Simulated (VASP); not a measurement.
# SrTiO3 (P1) in VASP: a series of runs, part 2 of 2

VASP 6.6.1.

### 3 Single point, PBE

INCAR

```
SYSTEM = SrTiO3
PREC = Accurate ; ENCUT = 520
EDIFF = 1E-7 ; ISMEAR = -1
SIGMA = 0.19 ; LREAL = Auto
LASPH = .TRUE. ; NELM = 60
ALGO = Normal ; ISIF = 2
LWAVE = .FALSE. ; LCHARG = .TRUE.
GGA = PE ; LELF = .TRUE.
LVHAR = .TRUE. ; NBANDS = 96
```

KPOINTS

```
regular mesh
0
G
  4 2 2
  0 0 0
```

POSCAR

```
SrTiO3
1.0
    3.9068515030      0.0000000000      0.0000000000
    0.0000000000      7.8137030060      0.0000000000
    0.0000000000      0.0000000000      7.8137030060
Sr Ti O
4 4 12
Direct
    0.0037032378      0.0118426564     -0.0073797276
   -0.0055822444     -0.0029645355      0.4704297050
   -0.0234649308      0.4956350398     -0.0077452394
    0.0066257957      0.5010982625      0.5143453746
    0.5532989924      0.2478307658      0.2658651088
    0.4871981949      0.2282069076      0.7587178570
    0.4796186900      0.7281975007      0.2377103402
    0.5082176782      0.7268208167      0.7522638108
    0.5315228896      0.0258964283      0.2352215075
    0.5154160578      0.2543491861      0.0226398418
    0.0442072088      0.2783439553      0.2768982899
    0.5494805724      0.0001603593      0.7167089657
    0.4751532016      0.2659773475      0.5214211491
   -0.0070647681      0.2318176156      0.8075886676
    0.5530312576      0.5037433592      0.2995518256
    0.4177898747      0.7592063578      0.0127400542
   -0.0223412638      0.7507020673      0.2648076077
    0.5333332988      0.4841146377      0.7891253347
    0.3638799680      0.7583569526      0.5130754262
   -0.0125425806      0.7383116553      0.7673795632
```

Potentials or basis: VASP PAW PBE potentials, release 64 (Sr_sv, Ti_sv, O).

Run with:

```console
cat potpaw_PBE.64/Sr_sv/POTCAR potpaw_PBE.64/Ti_sv/POTCAR potpaw_PBE.64/O/POTCAR > POTCAR
mpirun -np 1 vasp_std > vasp.out
```

OUTCAR:

```text
SYSTEM = SrTiO3
   PREC = Accurate
   ENCUT = 520
   EDIFF = 1E-7
   ISMEAR = -1
   LREAL = Auto
   LASPH = .TRUE.
   NELM = 60
   ISIF = 2
   GGA = PE

 ion  position               nearest neighbor table
   1  0.004  0.012  0.993-  14 2.25  16 2.56   9 2.65  10 2.70  10 2.76  20 2.77  12 2.79   9 2.80
                            17 2.95  16 3.03  12 3.03  11 3.05   6 3.13   6 3.20   5 3.32   7 3.47
   2  0.994  0.997  0.470-  19 2.38  17 2.51   9 2.59  12 2.59  11 2.68   9 2.80  13 2.85  12 2.90
                            13 2.95   5 3.06  20 3.08  19 3.11  14 3.21   5 3.34   7 3.36   7 3.43
   3  0.977  0.496  0.992-  18 2.35  14 2.52  20 2.59  10 2.62  16 2.69  18 2.69  11 2.81  10 2.84
                            15 2.92  17 2.92  16 3.01   8 3.18   7 3.28  15 3.29   7 3.29   5 3.32
   4  0.007  0.501  0.514-  15 2.44  19 2.45  11 2.55  13 2.59  20 2.71  15 2.72  17 2.76  13 2.77
                            18 2.84  18 2.98  14 3.11  19 3.22   8 3.22   8 3.23   5 3.29   7 3.35
   5  0.553  0.248  0.266-   9 1.75  10 1.91  11 1.93  11 2.01  15 2.02  13 2.03   2 3.06   4 3.29
                             3 3.32   1 3.32   2 3.34   4 3.50   1 3.55   3 3.66
   6  0.487  0.228  0.759-  12 1.83  13 1.88  14 1.97  14 2.01  18 2.02  10 2.08   1 3.13   1 3.20
                             3 3.37   3 3.42   4 3.42   2 3.47   2 3.50   4 3.51
[... 1369 lines left out ...]
     92       8.4967      0.00000
 [bands above 92 left out]

------------------------ aborting loop because EDIFF is reached ----------------------------------------

  FORCE on cell =-STRESS in cart. coord.  units (eV):
  Direction    XX          YY          ZZ          XY          YZ          ZX
  --------------------------------------------------------------------------------------
  -------------------------------------------------------------------------------------
  Total        9.9540673     19.5990102     12.9723012      0.8378386     -1.0864677      1.4154821
  in kB       66.8606279    131.6448936     87.1338495      5.6276913     -7.2977113      9.5076733
  external PRESSURE =      95.2131237 kB  Pullay stress =       0.0000000 kB

 VOLUME and BASIS-vectors are now :
 -----------------------------------------------------------------------------
  energy-cutoff  :      520.00
  volume of cell :      238.53
      direct lattice vectors                 reciprocal lattice vectors
     3.906851503  0.000000000  0.000000000     0.255960586  0.000000000  0.000000000
     0.000000000  7.813703006  0.000000000     0.000000000  0.127980293  0.000000000
     0.000000000  0.000000000  7.813703006     0.000000000  0.000000000  0.127980293

 POSITION                                       TOTAL-FORCE (eV/Angst)
 -----------------------------------------------------------------------------------
      0.01447      0.09253      7.75604        -0.163978     -1.129497      1.304492
      3.88504      7.79054      3.67580         0.194232      0.096885      1.068293
      3.81518      3.87275      7.75318         0.826184     -0.857896      1.069277
      0.02589      3.91543      4.01894         0.130157     -0.537026     -0.401733
      2.16166      1.93648      2.07739        -0.681148      1.999847     -1.018493
      1.90341      1.78314      5.92840         0.029119      0.360768      0.052576
[... 12 lines left out ...]
      1.42162      5.92558      4.00902         2.609362     -0.850010      0.738000
      3.85785      5.76895      5.99608        -0.783470     -0.129035      0.238612
 -----------------------------------------------------------------------------------
    total drift:                                0.004269      0.006923      0.011740

  FREE ENERGIE OF THE ION-ELECTRON SYSTEM (eV)
  ---------------------------------------------------
  free  energy   TOTEN  =      -156.6596259271 eV

  energy  without entropy=     -156.6441265795  energy(sigma->0) =     -156.65187625
```

stdout:

```text
POSCAR found type information on POSCAR SrTiO
 POSCAR found :  3 types and      20 ions
 scaLAPACK will be used
 LDA part: xc-table for (Slater+PW92), standard interpolation
 POSCAR, INCAR and KPOINTS ok, starting setup
 FFT: planning ... GRIDC
 FFT: planning ... GRID_SOFT
 FFT: planning ... GRID
 WAVECAR not read
 entering main loop
```

It took 6.6 min on 1 thread of AMD EPYC 9R45 (Zen 5), shared host; peak memory 0.38 GiB.

What came out:

```
Free energy            : -156.6596 eV
Pressure               : 9.5 GPa
Largest force          : 3.721 eV/Å
Band gap on the k mesh : 1.84 eV (least direct gap 2.18 eV)
```

Forces on the atoms (eV/Å):
```
Sr  -0.164 -1.129  1.304
Sr   0.194  0.097  1.068
Sr   0.826 -0.858  1.069
Sr   0.130 -0.537 -0.402
Ti  -0.681  2.000 -1.018
Ti   0.029  0.361  0.053
Ti   0.399  0.618  2.896
Ti  -0.695  1.371 -0.956
O   -0.191 -3.484  1.294
O   -0.262  0.309 -0.374
O   -1.202 -0.707 -0.186
O   -0.654 -0.963  1.575
O    0.533 -0.342  0.440
O    1.237  1.070 -2.040
O   -1.005  1.464 -1.734
O    1.098 -0.495 -1.523
O   -0.380  0.178 -0.856
O   -1.038  2.026 -1.587
O    2.609 -0.850  0.738
O   -0.783 -0.129  0.239
```

Caveat: the cell stands under pressure; the atoms stand as in a frame of molecular dynamics; forces of over 1 eV/Å act on the atoms, so gaps and moduli don't describe the material at rest.

### 4 Single point, PBE

INCAR

```
  ALGO = Normal
  EDIFF = 1E-6
  ENCUT = 520
  GGA = PE
  ISIF = 2
  ISMEAR = -1
  LASPH = T
  LCHARG = T
  LELF = T
  LREAL = Auto
  LVHAR = T
  LWAVE = F
  NBANDS = 96
  NELM = 80
  PREC = Accurate
  SIGMA = 0.19
```

KPOINTS

```
k-points
0
Gamma
  4 2 2
```

POSCAR

```
SrTiO3
1.0
    3.9068515030      0.0000000000      0.0000000000
    0.0000000000      7.8137030060      0.0000000000
    0.0000000000      0.0000000000      7.8137030060
Sr Ti O
4 4 12
Direct
    0.0191025945      0.0130312094     -0.0005944685
   -0.0105898573     -0.0053655738      0.4559062454
   -0.0314485974      0.4926871417     -0.0049571887
   -0.0042202781      0.5043049367      0.5136421229
    0.5596322252      0.2630864007      0.2700660619
    0.4975873791      0.2158577052      0.7594829232
    0.4882537764      0.7116684619      0.2475887551
    0.4919365373      0.7328337148      0.7414759680
    0.5127287276      0.0160166057      0.2370104160
    0.5123076724      0.2630002700      0.0276090606
   -0.0065310903      0.2543599364      0.2794603274
    0.5533020639     -0.0296256461      0.7217883756
    0.4921164776      0.2570105363      0.5339159931
   -0.0489552776      0.2373642815      0.7912949846
    0.5544715478      0.4998184596      0.3072127259
    0.3951445298      0.7411876284      0.0140961334
   -0.0194192177      0.7454507799      0.2619860261
    0.5242487457      0.4862410303      0.7832872577
    0.3860576730      0.7559920047      0.5230243582
   -0.0216204788      0.7259336573      0.7686803549
```

Potentials or basis: VASP PAW PBE potentials, release 64 (Sr_sv, Ti_sv, O).

Run with:

```console
cat potpaw_PBE.64/Sr_sv/POTCAR potpaw_PBE.64/Ti_sv/POTCAR potpaw_PBE.64/O/POTCAR > POTCAR
mpirun -np 1 vasp_std > vasp.out
```

OUTCAR:

```text
EDIFF = 1E-6
   ENCUT = 520
   GGA = PE
   ISIF = 2
   ISMEAR = -1
   LASPH = T
   LREAL = Auto
   NELM = 80
   PREC = Accurate

 ion  position               nearest neighbor table
   1  0.019  0.013  0.999-  14 2.41  16 2.59   9 2.68   9 2.71  10 2.75  10 2.79  12 2.85  20 2.88
                            11 2.89  17 2.93  12 3.03   6 3.09   6 3.19  16 3.24   5 3.39   8 3.50
   2  0.989  0.995  0.456-  11 2.45  17 2.47  19 2.48   9 2.53   9 2.67  12 2.69  13 2.89  13 2.90
                            12 3.03  19 3.05   5 3.05  20 3.22  14 3.24   7 3.37   7 3.37   5 3.39
   3  0.969  0.493  0.995-  18 2.40  20 2.54  10 2.54  14 2.55  16 2.56  18 2.73  10 2.79  17 2.87
                            11 2.90  15 2.93  16 2.97   7 3.22   5 3.22   8 3.30   7 3.31  15 3.35
   4  0.996  0.504  0.514-  15 2.36  19 2.49  20 2.64  11 2.68  15 2.71  17 2.72  13 2.74  13 2.76
                            18 2.80  18 2.95  14 3.01  19 3.09   5 3.17   8 3.18   8 3.20   7 3.26
   5  0.560  0.263  0.270-  11 1.70  15 1.87  10 1.90   9 1.96  13 2.08  11 2.21   2 3.05   4 3.17
                             3 3.22   2 3.39   1 3.39   4 3.47   1 3.57   3 3.63
   6  0.498  0.216  0.759-  13 1.79  14 1.80  12 1.95  18 2.12  10 2.13  14 2.16   1 3.09   1 3.19
                             3 3.38   2 3.51   3 3.51   2 3.54   4 3.54   4 3.55
   7  0.488  0.712  0.248-  15 1.74  16 1.87  17 1.94  17 2.00  19 2.22   9 2.38   3 3.22   4 3.26
                             4 3.30   3 3.31   2 3.37   2 3.37   1 3.56   1 3.69
   8  0.492  0.733  0.741-  19 1.77  12 1.88  20 1.91  18 1.96  20 2.02  16 2.16   4 3.18   4 3.20
                             3 3.30   3 3.41   1 3.50   2 3.60   2 3.61   1 3.62
   9  0.513  0.016  0.237-   5 1.96   7 2.38   2 2.53   2 2.67   1 2.68   1 2.71
  10  0.512  0.263  0.028-   5 1.90   6 2.13   3 2.54   1 2.75   1 2.79   3 2.79
  11  0.993  0.254  0.279-   5 1.70   5 2.21   2 2.45   4 2.68   1 2.89   3 2.90
  12  0.553  0.970  0.722-   8 1.88   6 1.95   2 2.69   1 2.85   1 3.03   2 3.03
  13  0.492  0.257  0.534-   6 1.79   5 2.08   4 2.74   4 2.76   2 2.89   2 2.90
  14  0.951  0.237  0.791-   6 1.80   6 2.16   1 2.41   3 2.55   4 3.01   2 3.24
  15  0.554  0.500  0.307-   7 1.74   5 1.87   4 2.36   4 2.71   3 2.93   3 3.35
  16  0.395  0.741  0.014-   7 1.87   8 2.16   3 2.56   1 2.59   3 2.97   1 3.24
  17  0.981  0.745  0.262-   7 1.94   7 2.00   2 2.47   4 2.72   3 2.87   1 2.93
  18  0.524  0.486  0.783-   8 1.96   6 2.12   3 2.40   3 2.73   4 2.80   4 2.95
  19  0.386  0.756  0.523-   8 1.77   7 2.22   2 2.48   4 2.49   2 3.05   4 3.09
  20  0.978  0.726  0.769-   8 1.91   8 2.02   3 2.54   4 2.64   1 2.88   2 3.22

  LATTYP: Found a simple tetragonal cell.
 ALAT       =     7.8137030060
 C/A-ratio  =     0.5000000000

[... 194 lines left out ...]

 Free energy of the ion-electron system (eV)
  ---------------------------------------------------
  ext. energy  EPLUGINS =         0.00000000
  ---------------------------------------------------
  free energy    TOTEN  =      -155.77973151 eV

  energy without entropy =     -155.76402586  energy(sigma->0) =     -155.77187868

 E-fermi :   5.4439     XC(G=0): -11.2188

 val. band max:        4.4885407787   @ k =   0.5000   0.0000   0.5000
 cond. band min:       6.3498594576   @ k =   0.0000   0.0000   0.0000
 fundamental gap:      1.8613186790
 Fermi energy:         5.4438977475

 k-point     1 :       0.0000    0.0000    0.0000
  band No.  band energies     occupation
      1     -52.4844      2.00000
      2     -52.2349      2.00000
      3     -52.1357      2.00000
      4     -51.7176      2.00000
      5     -29.0033      2.00000
      6     -28.7486      2.00000
[... 1129 lines left out ...]
     91       8.5568      0.00000
     92       8.6616      0.00000
 [bands above 92 left out]

------------------------ aborting loop because EDIFF is reached ----------------------------------------

  FORCE on cell =-STRESS in cart. coord.  units (eV):
  Direction    XX          YY          ZZ          XY          YZ          ZX
  --------------------------------------------------------------------------------------
  -------------------------------------------------------------------------------------
  Total       18.1915828     22.6218430     16.1454492      0.8700627     -2.6147473      2.0494530
  in kB      122.1913226    151.9490054    108.4476162      5.8441378    -17.5630367     13.7660022
  external PRESSURE =     127.5293147 kB  Pullay stress =       0.0000000 kB

 VOLUME and BASIS-vectors are now :
 -----------------------------------------------------------------------------
  energy-cutoff  :      520.00
  volume of cell :      238.53
      direct lattice vectors                 reciprocal lattice vectors
     3.906851503  0.000000000  0.000000000     0.255960586  0.000000000  0.000000000
     0.000000000  7.813703006  0.000000000     0.000000000  0.127980293  0.000000000
     0.000000000  0.000000000  7.813703006     0.000000000  0.000000000  0.127980293

 POSITION                                       TOTAL-FORCE (eV/Angst)
 -----------------------------------------------------------------------------------
      0.07463      0.10182      7.80906        -0.248834     -1.339919      1.096958
      3.86548      7.77178      3.56232         0.243958     -0.389156      1.424146
      3.78399      3.84971      7.77497         0.656813     -0.020175     -0.698475
      3.89036      3.94049      4.01345         0.558028     -0.633735      1.472390
      2.18640      2.05568      2.11022        -3.572788     -3.271782     -1.764015
      1.94400      1.68665      5.93437        -0.173670      1.380528      0.117567
[... 12 lines left out ...]
      1.50827      5.90710      4.08676         1.130199     -1.169656     -3.399586
      3.82238      5.67223      6.00624        -0.171333      0.062787     -0.142811
 -----------------------------------------------------------------------------------
    total drift:                                0.005203      0.007816     -0.002854

  FREE ENERGIE OF THE ION-ELECTRON SYSTEM (eV)
  ---------------------------------------------------
  free  energy   TOTEN  =      -155.7797315056 eV

  energy  without entropy=     -155.7640258562  energy(sigma->0) =     -155.77187868
```

stdout:

```text
POSCAR found type information on POSCAR SrTiO
 POSCAR found :  3 types and      20 ions
 scaLAPACK will be used
 LDA part: xc-table for (Slater+PW92), standard interpolation
 POSCAR, INCAR and KPOINTS ok, starting setup
 FFT: planning ... GRIDC
 FFT: planning ... GRID_SOFT
 FFT: planning ... GRID
 WAVECAR not read
 entering main loop
```

Run time: 5.9 min. Hardware: 1 thread of AMD EPYC 9R45 (Zen 5), shared host; peak memory 0.38 GiB.

Results:

| Item | Value |
| --- | --- |
| Free energy | -155.7797 eV |
| Pressure | 12.8 GPa |
| Largest force | 5.498 eV/Å |
| Band gap on the k mesh | 1.86 eV (least direct gap 2.13 eV) |

Forces on the atoms (eV/Å):
```
Sr  -0.249 -1.340  1.097
Sr   0.244 -0.389  1.424
Sr   0.657 -0.020 -0.698
Sr   0.558 -0.634  1.472
Ti  -3.573 -3.272 -1.764
Ti  -0.174  1.381  0.118
Ti  -0.578  5.371 -1.018
Ti  -0.258 -0.813  2.574
O   -0.264 -0.875  1.289
O   -0.985 -0.032  0.057
O    3.226  0.672  0.172
O   -0.808  3.107  1.994
O   -0.414 -0.229 -1.797
O    3.083 -0.420 -0.597
O   -1.244 -0.605 -0.565
O    1.750 -0.511  1.086
O   -0.703 -0.562  0.048
O   -1.225  0.277 -1.349
O    1.130 -1.170 -3.400
O   -0.171  0.063 -0.143
```

Levels at points of the mesh, in eV from the valence-band top:
| k point | band 77 | band 78 | band 79 | band 80 | band 81 | band 82 | band 83 | band 84 |
| --- | --- | --- | --- | --- | --- | --- | --- | --- |
| (0.00, 0.00, 0.00) | -1.04 | -0.57 | -0.47 | -0.27 | 1.86 | 2.08 | 2.19 | 2.50 |
| (0.50, 0.00, 0.00) | -0.56 | -0.33 | -0.18 | 0.00 | 2.17 | 3.00 | 3.09 | 3.37 |
| (0.00, 0.50, 0.00) | -1.03 | -0.79 | -0.65 | -0.44 | 2.21 | 2.35 | 2.38 | 2.51 |
| (0.00, 0.00, 0.50) | -0.83 | -0.64 | -0.55 | -0.44 | 1.98 | 2.06 | 2.38 | 2.59 |
| (0.50, 0.50, 0.00) | -0.60 | -0.55 | -0.34 | -0.18 | 2.58 | 2.70 | 3.05 | 3.39 |
| (0.50, 0.00, 0.50) | -0.78 | -0.66 | -0.54 | 0.00 | 2.56 | 2.75 | 2.99 | 3.26 |
| (0.00, 0.50, 0.50) | -0.83 | -0.73 | -0.62 | -0.43 | 2.30 | 2.40 | 2.44 | 2.57 |
| (0.50, 0.50, 0.50) | -0.77 | -0.72 | -0.56 | -0.31 | 2.69 | 2.94 | 2.99 | 3.10 |

Caveat: the cell stands under pressure; the atoms stand as in a frame of molecular dynamics; forces of over 1 eV/Å act on the atoms, so gaps and moduli don't describe the material at rest.

### 5 Summary

```csv
cell,gap on the mesh (eV),pressure (GPa),largest force (eV/Å)
"as given, atomic positions A",1.81,11.3,6.34
"as given, atomic positions B",1.84,9.5,3.72
"as given, atomic positions C",1.86,12.8,5.50
```

Alike in all rows: task single point; level PBE; potentials or basis VASP PAW PBE potentials, release 64 (Sr_sv, Ti_sv, O); no spin polarisation; k mesh 4 × 2 × 2; cutoff (eV) 520; smearing fermi-dirac 0.19 eV.

Caveats: the cell stands under pressure; the atoms stand as in a frame of molecular dynamics; forces of over 1 eV/Å act on the atoms, so gaps and moduli don't describe the material at rest.

Absolute energies hang on the potentials; compare differences alone.
